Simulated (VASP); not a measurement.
Here is a VASP 6.6.1 calculation.

Contents of INCAR:

```
SYSTEM = La2Ta2O
PREC = Accurate
ENCUT = 520
EDIFF = 1E-6
ISMEAR = 0
SIGMA = 0.2
LREAL = .FALSE.
LASPH = .TRUE.
NELM = 100
ALGO = Normal
ISIF = 2
LWAVE = .FALSE.
LCHARG = .FALSE.
GGA = PE
NBANDS = 61
```

KPOINTS

```
regular mesh
0
G
  6 6 2
  0 0 0
```

File POSCAR:

```
La2Ta2O
1.0
    3.7643364136      0.0000000000      0.0000000000
    0.0000000000      3.7643364136      0.0000000000
    0.0000000000      0.0000000000     18.1858438438
La Ta O
4 4 2
Direct
    0.0000000000      0.5000000000      0.9257798732
    0.5000000000      0.0000000000      0.0742201268
    0.0000000000      0.5000000000      0.2778119024
    0.5000000000      0.0000000000      0.7221880976
    0.5000000000      0.0000000000      0.3906528890
    0.5000000000      1.0000000000      0.5412835607
    0.0000000000      0.5000000000      0.6093471110
    0.0000000000      0.5000000000      0.4587164393
    0.5000000000      0.5000000000      0.0000000000
    0.0000000000      0.0000000000      0.0000000000
```

Potentials or basis: VASP PAW PBE potentials, release 64 (La, Ta_pv, O).

Run with:

```sh
$ cat potpaw_PBE.64/La/POTCAR potpaw_PBE.64/Ta_pv/POTCAR potpaw_PBE.64/O/POTCAR > POTCAR
$ mpirun -np 1 vasp_std > vasp.out
```

What does it give for the pressure?

0.0 GPa.

What does it give for the largest force?

0.046 eV/Å.

Predict the band gap on the k mesh.

zero (bands 50 and 51 overlap by 0.31 eV).

Forces in eV/Å, atoms in the order of the input:
```
La   0.000  0.000  0.023
La   0.000  0.000 -0.023
La   0.000  0.000 -0.040
La   0.000  0.000  0.040
Ta   0.000  0.000  0.046
Ta   0.000  0.000 -0.027
Ta   0.000  0.000 -0.046
Ta   0.000  0.000  0.027
O    0.000  0.000  0.000
O    0.000  0.000  0.000
```

Caveat: spin-orbit coupling is left out, which moves the levels of the heavy elements.
